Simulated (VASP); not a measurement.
# AlInSbN2 (Pmm2) in VASP: notebook, part 2 of 2

VASP 6.6.1. The steps go on from the part before.

## 4. Single point, PBE

This run uses another cell than the first one, of 34.77 Å³/atom.

The input, INCAR:

```
PREC     = Accurate       # precision mode
ENCUT    = 520            # plane-wave cutoff, eV
EDIFF    = 1E-7           # SCF threshold, eV
ISMEAR   = 0              # smearing method
SIGMA    = 0.1            # smearing width, eV
LREAL    = False          # projectors in reciprocal space
LASPH    = True           # aspherical terms in the spheres
NELM     = 100            # most SCF steps
ALGO     = Normal         # electronic algorithm
ISIF     = 2              # what is computed and relaxed
LWAVE    = False          # write WAVECAR
LCHARG   = False          # write CHGCAR
GGA      = PE             # functional
NBANDS   = 24             # bands
```

The input, KPOINTS:

```
Automatic mesh
0
Gamma
  12 8 4
```

The input, POSCAR:

```
AlInSbN2
1.0
    2.9260235498      0.0000000000      0.0000000000
    0.0000000000      5.3577557151      0.0000000000
    0.0000000000      0.0000000000     11.0909331439
Al In Sb N
1 1 1 2
Direct
    0.0000000000      0.5000000000      0.4115864036
    0.0000000000      0.0000000000      0.5208190491
    0.0000000000      0.5000000000      0.6708871748
    0.0000000000      0.0000000000      0.1009482872
    0.0000000000      0.0000000000      1.0016067854
```

Potentials or basis: VASP PAW PBE potentials, release 64 (Al, In_d, Sb, N).

Started as:

```sh
cat potpaw_PBE.64/Al/POTCAR potpaw_PBE.64/In_d/POTCAR potpaw_PBE.64/Sb/POTCAR potpaw_PBE.64/N/POTCAR > POTCAR
mpirun -np 1 vasp_std > vasp.out
```

OUTCAR:

```text
PREC = Accurate
   ENCUT = 520
   EDIFF = 1E-7
   ISMEAR = 0
   LREAL = False
   LASPH = True
   NELM = 100
   ISIF = 2
   GGA = PE

 ion  position               nearest neighbor table
   1  0.000  0.500  0.412-   3 2.88   2 2.94   2 2.94
   2  0.000  0.000  0.521-   1 2.94   1 2.94   3 3.15   3 3.15
   3  0.000  0.500  0.671-   1 2.88   2 3.15   2 3.15
   4  0.000  0.000  0.101-   5 1.10
   5  0.000  0.000  0.002-   4 1.10

  LATTYP: Found a simple orthorhombic cell.
 ALAT       =     2.9260235498
 B/A-ratio  =     1.8310706062
 C/A-ratio  =     3.7904456185

  Lattice vectors:

 A1 = (   2.9260235498,   0.0000000000,   0.0000000000)
 A2 = (   0.0000000000,   5.3577557151,   0.0000000000)
 A3 = (   0.0000000000,   0.0000000000,  11.0909331439)

Analysis of symmetry for initial positions (statically):
=====================================================================
 Subroutine PRICEL returns:
 Original cell was already a primitive cell.

 Routine SETGRP: Setting up the symmetry group for a
 simple orthorhombic supercell.

 Subroutine GETGRP returns: Found  4 space group operations
 (whereof  4 operations were pure point group operations)
 out of a pool of  8 trial point group operations.

The static configuration has the point symmetry C_2v.

Analysis of symmetry for dynamics (positions and initial velocities):
=====================================================================
 Subroutine PRICEL returns:
 Original cell was already a primitive cell.

 Routine SETGRP: Setting up the symmetry group for a
 simple orthorhombic supercell.

 Subroutine GETGRP returns: Found  4 space group operations
 (whereof  4 operations were pure point group operations)
 out of a pool of  8 trial point group operations.

The dynamic configuration has the point symmetry C_2v.

 Subroutine INISYM returns: Found  4 space group operations
 (whereof  4 operations are pure point group operations),
[... 116 lines left out ...]
   EFERMI =   0.00;   METHOD = LEGACY
   ISMEAR =     0;   SIGMA  =   0.10  broadening in eV -4-tet -1-fermi 0-gaus
   EFERMI_NEDOS =   21; number of points for ismear=-14 and -15
   IALGO  =     38    algorithm
   IMIX   =      4    mixing-type and parameters
     AMIX     =   0.40;   BMIX     =  1.00
     AMIX_MAG =   1.60;   BMIX_MAG =  1.00
  volume/ion in A,a.u.               =      34.77       234.67
  Fermi-wavevector in a.u.,A,eV,Ry     =   0.921409  1.741211 11.551272  0.848995
  Thomas-Fermi vector in A             =   2.046822
   LORBIT       =      0    0 simple, 1 ext, 2 COOP (PROOUT), +10 PAW based schemes
   GGA     = PE    functional components
   LHFCALC =     F    Hartree Fock is set to
   AEXX    =    0.0000 exact exchange contribution
   IVDW    =     0    specifies the selected vdW correction
   LEPSILON=     F    determine dielectric tensor
   LRPA    =     F    only Hartree local field effects (RPA)
 non-spin polarized calculation
 Gauss-broadening in eV      SIGMA  =   0.10
  energy-cutoff  :      520.00
  volume of cell :      173.87
 maximum number of plane-waves:      4716
 NGX is ok and might be reduce to    24
   NGX = 11   NGY = 19   NGZ = 41

 number of electron      30.9999992 magnetization

 Free energy of the ion-electron system (eV)
  ---------------------------------------------------
  ext. energy  EPLUGINS =         0.00000000
  ---------------------------------------------------
  free energy    TOTEN  =       -25.66910647 eV

  energy without entropy =      -25.66171155  energy(sigma->0) =      -25.66540901

 E-fermi :   1.6117     XC(G=0):  -6.8467

 val. band max:        1.5979039585   @ k =   0.4167   0.1250   0.0000
 cond. band min:       1.6284040547   @ k =   0.0833   0.0000   0.0000
 fundamental gap:      0.0305000961
 Fermi energy:         1.6116704118

 k-point     1 :       0.0000    0.0000    0.0000
  band No.  band energies     occupation
      1     -22.8322      2.00000
      2     -13.2985      2.00000
      3     -12.8870      2.00000
      4     -12.8821      2.00000
      5     -12.6573      2.00000
      6     -12.6344      2.00000
[... 637 lines left out ...]
     23       6.7731      0.00000
     24       7.3649      0.00000

 [... further k-points ...]
[... 5 lines left out ...]
  --------------------------------------------------------------------------------------
  -------------------------------------------------------------------------------------
  Total       -0.0502627     -0.0746322      1.8910882      0.0000000      0.0000000      0.0000000
  in kB       -0.4631562     -0.6877146     17.4258337      0.0000000      0.0000000      0.0000000
  external PRESSURE =       5.4249876 kB  Pullay stress =       0.0000000 kB

 VOLUME and BASIS-vectors are now :
 -----------------------------------------------------------------------------
  energy-cutoff  :      520.00
  volume of cell :      173.87
      direct lattice vectors                 reciprocal lattice vectors
     2.926023550  0.000000000  0.000000000     0.341760749  0.000000000  0.000000000
     0.000000000  5.357755715  0.000000000     0.000000000  0.186645314  0.000000000
     0.000000000  0.000000000 11.090933144     0.000000000  0.000000000  0.090163739

 POSITION                                       TOTAL-FORCE (eV/Angst)
 -----------------------------------------------------------------------------------
      0.00000      2.67888      4.56488         0.000000      0.000000     -0.010393
      0.00000      0.00000      5.77637         0.000000      0.000000     -0.003698
      0.00000      2.67888      7.44076         0.000000      0.000000      0.013036
      0.00000      0.00000      1.11961         0.000000      0.000000      1.764361
      0.00000      0.00000      0.01782         0.000000      0.000000     -1.763306
 -----------------------------------------------------------------------------------
    total drift:                                0.000000     -0.000000      0.000163

  FREE ENERGIE OF THE ION-ELECTRON SYSTEM (eV)
  ---------------------------------------------------
  free  energy   TOTEN  =       -25.6691064720 eV

  energy  without entropy=      -25.6617115453  energy(sigma->0) =      -25.66540901
```

Run time: 3.8 min. Hardware: 1 thread of Intel Xeon 6975P-C (Granite Rapids), shared host; peak memory 0.6 GiB.

Results:

| Item | Value |
| --- | --- |
| Free energy | -25.6691 eV |
| Pressure | 0.5 GPa |
| Largest force | 1.764 eV/Å |
| Band gap on the k mesh | zero (an odd number of electrons rules out a gap without spin polarisation) |

Forces on the atoms (eV/Å):
```
Al   0.000  0.000 -0.010
In   0.000  0.000 -0.004
Sb   0.000  0.000  0.013
N    0.000  0.000  1.764
N    0.000  0.000 -1.763
```

Caveat: the standard files for N, O and F lose accuracy on very short bonds; spin-orbit coupling is left out, which moves the levels of the heavy elements; this functional lacks dispersion, which binds the layers, so the pressure and a relaxed spacing across them are unreliable; forces of over 1 eV/Å act on the atoms, so gaps and moduli don't describe the material at rest.

## 5. Single point, PBE

This run uses another cell than the first one, of 34.77 Å³/atom.

The input, INCAR:

```
SYSTEM = AlInSbN2
ALGO = Normal ; EDIFF = 1E-6
ENCUT = 520 ; GGA = PE
ISIF = 2 ; ISMEAR = 0
LASPH = .TRUE. ; LCHARG = .FALSE.
LREAL = .FALSE. ; LWAVE = .FALSE.
NBANDS = 24 ; NELM = 100
PREC = Accurate ; SIGMA = 0.1
```

The input, KPOINTS:

```
k-points
0
G
  12 8 4
  0 0 0
```

POSCAR is that of step 4.

Started as:

```sh
cat potpaw_PBE.64/Al/POTCAR potpaw_PBE.64/In_d/POTCAR potpaw_PBE.64/Sb/POTCAR potpaw_PBE.64/N/POTCAR > POTCAR
mpirun -np 1 vasp_std > vasp.out
```

Wall time 2.8 min (1 thread of Intel Xeon 6975P-C (Granite Rapids), shared host); peak memory 0.61 GiB.

The run converged. Its results:

```yaml
Free_energy: -25.6691 eV
Pressure: 0.5 GPa
Largest_force: 1.765 eV/Å
Band_gap_on_the_k_mesh: zero (an odd number of electrons rules out a gap without spin polarisation)
```

Forces in eV/Å, atoms in the order of the input:
```
Al   0.000  0.000 -0.010
In   0.000  0.000 -0.004
Sb   0.000  0.000  0.013
N    0.000  0.000  1.765
N    0.000  0.000 -1.764
```

Stress tensor (GPa, compression positive):
```
-0.05  0.00  0.00
 0.00 -0.07  0.00
 0.00  0.00  1.74
```

Levels at points of the mesh, in eV from the Fermi level:
```tsv
k point	band 14	band 15	band 16	band 17	band 18	band 19
(0.00, 0.00, 0.00)	-3.34	-2.20	-0.10	0.94	1.84	2.10
(0.50, 0.00, 0.00)	-1.73	-0.54	0.61	0.64	0.74	1.07
(0.00, 0.50, 0.00)	-2.49	-2.17	1.28	1.40	2.41	3.25
(0.50, 0.50, 0.00)	-2.37	-1.41	-0.90	0.58	1.01	1.06
(0.00, 0.00, 0.50)	-3.34	-2.21	-0.08	0.93	1.78	2.03
(0.50, 0.00, 0.50)	-1.73	-0.54	0.61	0.64	0.73	1.05
(0.00, 0.50, 0.50)	-2.47	-2.19	1.38	1.67	1.82	3.25
(0.50, 0.50, 0.50)	-2.37	-1.41	-0.90	0.59	0.97	1.07
```

Caveat: the standard files for N, O and F lose accuracy on very short bonds; spin-orbit coupling is left out, which moves the levels of the heavy elements; this functional lacks dispersion, which binds the layers, so the pressure and a relaxed spacing across them are unreliable; forces of over 1 eV/Å act on the atoms, so gaps and moduli don't describe the material at rest.

## 6. The runs side by side

```csv
cell,k mesh,gap on the mesh (eV),pressure (GPa),largest force (eV/Å)
"a = 2.966, b = 5.232, c = 10.168 Å, 5 atoms, atomic positions A",6 × 4 × 4,none,0.6,1.75
"a = 3.080, b = 4.629, c = 7.204 Å, 5 atoms, atomic positions B",6 × 4 × 4,none,23.6,23.44
"a = 2.926, b = 5.358, c = 11.091 Å, 5 atoms, atomic positions C",12 × 8 × 4,none,0.5,1.76
```

Alike in all rows: task single point; level PBE; potentials or basis VASP PAW PBE potentials, release 64 (Al, In_d, Sb, N); no spin polarisation; cutoff (eV) 520; smearing gaussian 0.1 eV.

Caveats: spin-orbit coupling is left out, which moves the levels of the heavy elements; forces of over 1 eV/Å act on the atoms, so gaps and moduli don't describe the material at rest; the standard files for N, O and F lose accuracy on very short bonds (at least some runs); this functional lacks dispersion, which binds the layers, so the pressure and a relaxed spacing across them are unreliable (at least some runs); the cell stands under pressure (at least some runs).

Total energies depend on the potentials used, so only differences within one code and one set of settings carry meaning.
